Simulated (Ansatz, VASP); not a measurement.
## Ni: VASP beside Ansatz

Contents of INCAR:

```
SYSTEM = Ni
PREC = Accurate
ENCUT = 600
EDIFF = 1E-7
ISMEAR = 0
SIGMA = 0.1
LREAL = .FALSE.
LASPH = .TRUE.
NELM = 150
ALGO = Normal
ISIF = 3
LWAVE = .FALSE.
LCHARG = .FALSE.
ISPIN = 2
MAGMOM = 0.78
LORBIT = 11
LMAXMIX = 4
GGA = PE
IBRION = 2
NSW = 90
EDIFFG = -0.04
```

The input KPOINTS:

```
Automatic mesh
0
G
  8 8 8
  0 0 0
```

File POSCAR:

```
Ni
1.0
    2.2905419150      0.0000000000      0.0000000000
    0.0000000000      2.2905419150      0.0000000000
    0.0000000000      0.0000000000      2.3468794271
Ni
1
Direct
    0.0000000000      0.0000000000      0.0000000000
```

Input for Ansatz:

```yaml
crystal:
  lattice:
    - [2.290541915, 0.0, 0.0]
    - [0.0, 2.290541915, 0.0]
    - [0.0, 0.0, 2.3468794271]
  atoms:
    - { symbol: Ni, position: [0.0, 0.0, 0.0], spin: 0.78 }
basis:
  ecutwfc: 420
kpoints:
  mp_grid: { grid: [8, 8, 8] }
hamiltonian:
  xc: pbe
scf:
  occupations: { method: gaussian, width: 0.1 }
  lower_state_search: "off"
output:
  forces: true
  stress: true
  eigenvalues: true
  populations: true
magnetization:
  spin_polarized: true
relax:
  adjacent_minimum: "off"
  f_tol: 0.04
  max_steps: 70
  cell: { stress_tol: 0.4 }
```

Alike in both runs: task relaxation of cell and atoms; functional PBE; k mesh 8 × 8 × 8; occupations gaussian, width 0.1 eV; collinear spin.

|  | VASP | Ansatz |
| --- | --- | --- |
| version | VASP 6.6.1 | Ansatz 0.2.0 |
| potentials or method | VASP PAW PBE potentials, release 64 (Ni), cutoff 600 eV | scalar-relativistic, plane waves, PAW |
| valence electrons in the cell | 10 | 18 |

VASP gave:

* gap on the k mesh at the Fermi level, each at its own relaxed structure (eV): none
* net moment per atom (μB): 0.70
* size of the moment on the site where the two differ most (μB): 0.70
* relaxed volume (Å³/atom): 12.68
* relaxed cell length with the largest relative difference (Å): 2.333

**Question.** Estimate Ansatz's values.

**Answer.** gap on the k mesh at the Fermi level, each at its own relaxed structure (eV): none; net moment per atom (μB): 0.71; size of the moment on the site where the two differ most (μB): 0.72; relaxed volume (Å³/atom): 12.70; relaxed cell length with the largest relative difference (Å): 2.335.

Site moments also hang on the region over which each program counts them. A gap of «none» marks a metal or a gap that the smearing closes. VASP's potentials hold 10 valence electrons a cell and Ansatz's 18, so a difference there can come from the potentials and not from the codes.
